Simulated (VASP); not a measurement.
TiAl:

```xyz
2
Lattice="3.2001 0.0000 0.0000 0.0000 3.2001 0.0000 0.0000 0.0000 3.2001" Properties=species:S:1:pos:R:3 pbc="T T T"
Ti    0.0000    0.0000    0.0000
Al    1.6001    1.6001    1.6001
```

This cell differs from its parent crystal: volume scaled by 1.02.

Base run:

```yaml
Program: VASP 6.6.1
Functional: PBE
Potentials_or_basis: VASP PAW PBE potentials, release 64 (Ti_sv, Al)
Cutoff: 520 eV
k_mesh: 8 × 8 × 8
Occupations: fermi-dirac, width 0.05 eV
Spin: no spin polarisation
```

Its results: pressure -1.3 GPa.

Problem. The run is repeated on the same cell with these changes: functional from PBE to r2SCAN. What comes out?

Solution. Pressure -2.8 GPa.

Caveats: the PAW data sets were made with another functional, which shifts forces and pressure a little (some runs).
